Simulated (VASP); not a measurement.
# AlW3 (Pm-3m) in VASP: further runs

Runs on AlW3. Level: PBE. Tasks: single point, relaxation of cell and atoms.

Program: VASP 6.6.1. These are calculated values, not measurements. Logs are shortened: lines on timing, memory, paths and dates and some standing lists are left out, and cuts for length are marked.

**1. The cell of the first run**

The structure is cubic, space group Pm-3m (No. 221). Conventional cell: a = 3.945 Å, b = 3.945 Å, c = 3.945 Å, α = 90.00°, β = 90.00°, γ = 90.00°. Within 3.7 Å of Al (site symmetry m-3m) lie 12 W at 2.79 Å. W (site symmetry 4/mmm) has 4 Al at 2.79 Å and 8 W at 2.79 Å within 3.7 Å.

**2. Single point, PBE**

File INCAR:

```
SYSTEM = AlW3
PREC     = Accurate       ! precision mode
ENCUT    = 520            ! plane-wave cutoff, eV
EDIFF    = 1E-6           ! SCF threshold, eV
ISMEAR   = 0              ! smearing method
SIGMA    = 0.1            ! smearing width, eV
LREAL    = .FALSE.        ! projectors in reciprocal space
LASPH    = .TRUE.         ! aspherical terms in the spheres
NELM     = 60             ! most SCF steps
ALGO     = Normal         ! electronic algorithm
ISIF     = 2              ! what is computed and relaxed
LWAVE    = .FALSE.        ! write WAVECAR
LCHARG   = .FALSE.        ! write CHGCAR
GGA      = PE             ! functional
NBANDS   = 30             ! bands
```

File KPOINTS:

```
regular mesh
0
G
  4 4 4
  0 0 0
```

File POSCAR:

```
AlW3
1.0
    3.9453073600      0.0000000000      0.0000000000
    0.0000000000      3.9453073600      0.0000000000
    0.0000000000      0.0000000000      3.9453073600
Al W
1 3
Direct
    0.0000000000      0.0000000000      0.0000000000
    0.5000000000      0.0000000000      0.5000000000
    0.0000000000      0.5000000000      0.5000000000
    0.5000000000      0.5000000000      0.0000000000
```

Potentials or basis: VASP PAW PBE potentials, release 64 (Al, W_sv).

Command:

```sh
$ cat potpaw_PBE.64/Al/POTCAR potpaw_PBE.64/W_sv/POTCAR > POTCAR
$ mpirun -np 1 vasp_std > vasp.out
```

OUTCAR:

```text
SYSTEM = AlW3
   PREC = Accurate
   ENCUT = 520
   EDIFF = 1E-6
   ISMEAR = 0
   LREAL = .FALSE.
   LASPH = .TRUE.
   NELM = 60
   ISIF = 2
   GGA = PE

 ion  position               nearest neighbor table
   1  0.000  0.000  0.000-   2 2.79   3 2.79   4 2.79   2 2.79   3 2.79   3 2.79   4 2.79   3 2.79
                             2 2.79   4 2.79   2 2.79   4 2.79
   2  0.500  0.000  0.500-   1 2.79   3 2.79   4 2.79   1 2.79   4 2.79   3 2.79   4 2.79   4 2.79
                             1 2.79   3 2.79   1 2.79   3 2.79
   3  0.000  0.500  0.500-   1 2.79   2 2.79   4 2.79   1 2.79   4 2.79   1 2.79   2 2.79   1 2.79
                             2 2.79   4 2.79   4 2.79   2 2.79
   4  0.500  0.500  0.000-   1 2.79   2 2.79   3 2.79   2 2.79   3 2.79   1 2.79   2 2.79   2 2.79
                             1 2.79   3 2.79   3 2.79   1 2.79

  LATTYP: Found a simple cubic cell.
 ALAT       =     3.9453073600

  Lattice vectors:

 A1 = (   3.9453073600,   0.0000000000,   0.0000000000)
 A2 = (   0.0000000000,   3.9453073600,   0.0000000000)
 A3 = (   0.0000000000,   0.0000000000,   3.9453073600)

Analysis of symmetry for initial positions (statically):
=====================================================================
 Subroutine PRICEL returns:
 Original cell was already a primitive cell.

 Routine SETGRP: Setting up the symmetry group for a
 simple cubic supercell.

 Subroutine GETGRP returns: Found 48 space group operations
 (whereof 48 operations were pure point group operations)
 out of a pool of 48 trial point group operations.

The static configuration has the point symmetry O_h .

Analysis of symmetry for dynamics (positions and initial velocities):
=====================================================================
 Subroutine PRICEL returns:
 Original cell was already a primitive cell.

 Routine SETGRP: Setting up the symmetry group for a
 simple cubic supercell.

 Subroutine GETGRP returns: Found 48 space group operations
 (whereof 48 operations were pure point group operations)
 out of a pool of 48 trial point group operations.

The dynamic configuration has the point symmetry O_h .

 Subroutine INISYM returns: Found 48 space group operations
 (whereof 48 operations are pure point group operations),
 and found     1 'primitive' translations

----------------------------------------------------------------------------------------

                                     Primitive cell

  volume of cell :      61.4105

  direct lattice vectors                    reciprocal lattice vectors
     3.945307360  0.000000000  0.000000000     0.253465677  0.000000000  0.000000000
     0.000000000  3.945307360  0.000000000     0.000000000  0.253465677  0.000000000
     0.000000000  0.000000000  3.945307360     0.000000000  0.000000000  0.253465677
[... 79 lines left out ...]
   ISIF   =      2    stress and relaxation
   ISYM   =      2    0-nonsym 1-usesym 2-fastsym
   POTIM  = 0.5000    time-step for ionic-motion
   TEBEG  =    0.0;   TEEND  =   0.0 temperature during run
   PSTRESS=    0.0 pullay stress
   NELECT =      45.0000    total number of electrons
   NUPDOWN=      -1.0000    fix difference up-down
   EMIN   =  10.00;   EMAX   =-10.00  energy-range for DOS
   EFERMI =   0.00;   METHOD = LEGACY
   ISMEAR =     0;   SIGMA  =   0.10  broadening in eV -4-tet -1-fermi 0-gaus
   EFERMI_NEDOS =   21; number of points for ismear=-14 and -15
   IALGO  =     38    algorithm
   IMIX   =      4    mixing-type and parameters
     AMIX     =   0.40;   BMIX     =  1.00
     AMIX_MAG =   1.60;   BMIX_MAG =  1.00
  volume/ion in A,a.u.               =      15.35       103.60
  Fermi-wavevector in a.u.,A,eV,Ry     =   1.475927  2.789097 29.638387  2.178360
  Thomas-Fermi vector in A             =   2.590516
   LORBIT       =      0    0 simple, 1 ext, 2 COOP (PROOUT), +10 PAW based schemes
   GGA     = PE    functional components
   LHFCALC =     F    Hartree Fock is set to
   AEXX    =    0.0000 exact exchange contribution
   IVDW    =     0    specifies the selected vdW correction
   LEPSILON=     F    determine dielectric tensor
   LRPA    =     F    only Hartree local field effects (RPA)
 non-spin polarized calculation
 Gauss-broadening in eV      SIGMA  =   0.10
  energy-cutoff  :      520.00
  volume of cell :       61.41
 maximum number of plane-waves:      1671
 NGX is ok and might be reduce to    30
   NGX = 15   NGY = 15   NGZ = 15

 number of electron      45.0000003 magnetization

 Free energy of the ion-electron system (eV)
  ---------------------------------------------------
  ext. energy  EPLUGINS =         0.00000000
  ---------------------------------------------------
  free energy    TOTEN  =       -41.91686758 eV

  energy without entropy =      -41.91118300  energy(sigma->0) =      -41.91402529

 E-fermi :  10.8392     XC(G=0): -12.9984

 val. band max:       10.7487114079   @ k =   0.5000   0.2500   0.0000
 cond. band min:      10.9680194604   @ k =   0.2500   0.0000   0.0000
 fundamental gap:      0.2193080525
 Fermi energy:        10.8392012606

 k-point     1 :       0.0000    0.0000    0.0000
  band No.  band energies     occupation
      1     -63.0457      2.00000
      2     -62.9040      2.00000
      3     -62.9040      2.00000
      4     -27.6987      2.00000
      5     -27.6987      2.00000
      6     -27.6987      2.00000
[... 319 lines left out ...]
     29      16.0632      0.00000
     30      16.0632      0.00000

------------------------ aborting loop because EDIFF is reached ----------------------------------------

  FORCE on cell =-STRESS in cart. coord.  units (eV):
  Direction    XX          YY          ZZ          XY          YZ          ZX
  --------------------------------------------------------------------------------------
  -------------------------------------------------------------------------------------
  Total        3.0803569      3.0803569      3.0803569     -0.0000000      0.0000000     -0.0000000
  in kB       80.3653964     80.3653964     80.3653964     -0.0000000      0.0000000     -0.0000000
  external PRESSURE =      80.3653964 kB  Pullay stress =       0.0000000 kB

 VOLUME and BASIS-vectors are now :
 -----------------------------------------------------------------------------
  energy-cutoff  :      520.00
  volume of cell :       61.41
      direct lattice vectors                 reciprocal lattice vectors
     3.945307360  0.000000000  0.000000000     0.253465677  0.000000000  0.000000000
     0.000000000  3.945307360  0.000000000     0.000000000  0.253465677  0.000000000
     0.000000000  0.000000000  3.945307360     0.000000000  0.000000000  0.253465677

 POSITION                                       TOTAL-FORCE (eV/Angst)
 -----------------------------------------------------------------------------------
      0.00000      0.00000      0.00000         0.000000      0.000000      0.000000
      1.97265      0.00000      1.97265         0.000000      0.000000      0.000000
      0.00000      1.97265      1.97265         0.000000      0.000000      0.000000
      1.97265      1.97265      0.00000         0.000000      0.000000      0.000000
 -----------------------------------------------------------------------------------
    total drift:                                0.000000      0.000000     -0.000000

  FREE ENERGIE OF THE ION-ELECTRON SYSTEM (eV)
  ---------------------------------------------------
  free  energy   TOTEN  =       -41.9168675841 eV

  energy  without entropy=      -41.9111829980  energy(sigma->0) =      -41.91402529
```

It took 17 s on 1 thread of AMD EPYC 7R43 (Zen 3), shared host; peak memory 0.14 GiB.

Results:

```yaml
Free_energy: -41.9169 eV
Pressure: 8.0 GPa
```

Levels at points of the mesh, in eV from the Fermi level:
```
           k point  band 18  band 19  band 20  band 21  band 22  band 23  band 24  band 25  band 26  band 27
(0.00, 0.00, 0.00)    -4.12    -4.12     0.65     0.65     0.65     0.84     0.84     0.84     3.47     3.47
(0.50, 0.00, 0.00)    -3.35    -2.31    -1.06    -1.06    -0.66    -0.56     0.30     1.21     1.21     1.31
(0.50, 0.50, 0.00)    -2.50    -2.50    -2.38    -0.94    -0.94    -0.23     0.62     0.62     0.68     1.49
(0.50, 0.50, 0.50)    -1.68    -1.68    -1.11    -1.11    -1.11     0.50     0.50     0.50     0.72     1.86
```

Caveat: the k points lie up to 0.40 Å⁻¹ apart; spin-orbit coupling is left out, which moves the levels of the heavy elements.

**3. Single point, PBE**

This run uses another cell than the first one, of 15.81 Å³/atom, 1.030 times its volume.

File INCAR:

```
  ALGO = Normal
  EDIFF = 1E-6
  ENCUT = 520
  GGA = PE
  ISIF = 2
  ISMEAR = 0
  LASPH = True
  LCHARG = False
  LREAL = False
  LWAVE = False
  NBANDS = 30
  NELM = 60
  PREC = Accurate
  SIGMA = 0.1
```

File KPOINTS:

```
k-points
0
Gamma
  4 4 4
```

File POSCAR:

```
AlW3
1.0
    3.9844318425      0.0000000000      0.0000000000
    0.0000000000      3.9844318425      0.0000000000
    0.0000000000      0.0000000000      3.9844318425
Al W
1 3
Direct
    0.0000000000      0.0000000000      0.0000000000
    0.5000000000      0.0000000000      0.5000000000
    0.0000000000      0.5000000000      0.5000000000
    0.5000000000      0.5000000000      0.0000000000
```

Potentials or basis: VASP PAW PBE potentials, release 64 (Al, W_sv).

Command:

```sh
$ cat potpaw_PBE.64/Al/POTCAR potpaw_PBE.64/W_sv/POTCAR > POTCAR
$ mpirun -np 1 vasp_std > vasp.out
```

It took 15 s on 1 thread of AMD EPYC 7R43 (Zen 3), shared host; peak memory 0.14 GiB.

It converged, with:

| Item | Value |
| --- | --- |
| Free energy | -41.9643 eV |
| Pressure | 0.2 GPa |

Levels at points of the mesh, in eV from the Fermi level:
```tsv
k point	band 20	band 21	band 22	band 23	band 24	band 25
(0.00, 0.00, 0.00)	0.60	0.60	0.60	0.82	0.82	0.82
(0.50, 0.00, 0.00)	-1.04	-1.04	-0.60	-0.53	0.30	1.17
(0.50, 0.50, 0.00)	-2.32	-0.92	-0.92	-0.22	0.61	0.61
(0.50, 0.50, 0.50)	-1.06	-1.06	-1.06	0.50	0.50	0.50
```

Caveat: the k points lie up to 0.39 Å⁻¹ apart; spin-orbit coupling is left out, which moves the levels of the heavy elements.

**4. Relaxation of cell and atoms, PBE**

File INCAR:

```
ALGO = Normal
EDIFF = 1E-7
EDIFFG = -0.04
ENCUT = 600
GGA = PE
IBRION = 2
ISIF = 3
ISMEAR = 0
LASPH = T
LCHARG = F
LREAL = F
LWAVE = F
NELM = 80
NSW = 90
PREC = Accurate
SIGMA = 0.1
```

KPOINTS is that of step 3.

File POSCAR:

```
AlW3
1.0
    3.9453073600      0.0000000000      0.0000000000
    0.0000000000      3.9453073600      0.0000000000
    0.0000000000      0.0000000000      3.9453073600
Al W
1 3
Direct
    0.0000000000      0.0000000000      0.0000000000
    0.5000000000      0.0000000000      0.5000000000
    0.0000000000      0.5000000000      0.5000000000
    0.5000000000      0.5000000000      0.0000000000
```

Command:

```sh
$ cat potpaw_PBE.64/Al/POTCAR potpaw_PBE.64/W_sv/POTCAR > POTCAR
$ mpirun -np 1 vasp_std > vasp.out
```

It took 49 s on 1 thread of AMD EPYC 7R43 (Zen 3), shared host; peak memory 0.15 GiB.

Results (log left out):

```yaml
Free_energy: -41.9645 eV
Relaxed_volume: 15.85 Å³/atom
Relaxed_cell: a = 3.987 Å, b = 3.987 Å, c = 3.987 Å, α = 90.00°, β = 90.00°, γ = 90.00°
Space_group_after_relaxing_to_0.05_Å: Pm-3m (No. 221)
Energy_gained_by_relaxing: 11.7 meV/atom
Ionic_steps: 3
Pressure_after_relaxing: -0.2 GPa
```

The path:
| step | energy change (eV) | largest force (eV/Å) | pressure (GPa) | volume (Å³) |
| --- | --- | --- | --- | --- |
| 1 | 0.0000 | 0.0000 | 8.08 | 61.41 |
| 2 | 0.2429 | 0.0000 | -16.57 | 68.55 |
| 3 | -0.0469 | 0.0000 | -0.22 | 63.38 |

Final structure:
```xyz
4
Lattice="3.9871 0.0000 0.0000 0.0000 3.9871 0.0000 0.0000 0.0000 3.9871" Properties=species:S:1:pos:R:3 pbc="T T T"
Al    0.0000    0.0000    0.0000
W     1.9936    0.0000    1.9936
W     0.0000    1.9936    1.9936
W     1.9936    1.9936    0.0000
```

Levels at points of the mesh, in eV from the Fermi level:
| k point | band 20 | band 21 | band 22 | band 23 | band 24 | band 25 |
| --- | --- | --- | --- | --- | --- | --- |
| (0.00, 0.00, 0.00) | 0.59 | 0.59 | 0.59 | 0.82 | 0.82 | 0.82 |
| (0.50, 0.00, 0.00) | -1.04 | -1.04 | -0.60 | -0.53 | 0.30 | 1.16 |
| (0.50, 0.50, 0.00) | -2.32 | -0.91 | -0.91 | -0.22 | 0.61 | 0.61 |
| (0.50, 0.50, 0.50) | -1.06 | -1.06 | -1.06 | 0.50 | 0.50 | 0.50 |

Caveat: the k points lie up to 0.39 Å⁻¹ apart in the final cell; spin-orbit coupling is left out, which moves the levels of the heavy elements.

(Continued in part 2 of 2.)
